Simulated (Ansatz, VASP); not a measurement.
## One calculation of Zr, two programs

```
CELL_PARAMETERS angstrom
0.00000 2.82549 2.82549
2.82549 0.00000 2.82549
2.82549 2.82549 0.00000
ATOMIC_POSITIONS crystal
Zr 0.87500 0.87500 0.87500
Zr 0.12500 0.12500 0.12500
```

Alike in both runs: task single point; functional PBEsol; k mesh 12 × 12 × 12; no spin polarisation.

```csv
,VASP,Ansatz
version,VASP 6.6.1,Ansatz 0.2.0
potentials or method,"VASP PAW PBE potentials, release 64 (Zr_sv), cutoff 500 eV","all-electron LAPW, scalar-relativistic"
occupations,tetrahedron,tetrahedron-uncorrected
```

|  | VASP | Ansatz | Ansatz less VASP |
| --- | --- | --- | --- |
| gap on the k mesh at the Fermi level (eV) | none | none | - |
| pressure (GPa) | 15.7 | 15.2 | -0.51 |

VASP's potentials were made for PBE, not for PBEsol. A gap of «none» marks a metal or a gap that the smearing closes. Ansatz ran all-electron here, and VASP with PAW potentials. Ansatz's warnings: band table not solved further.
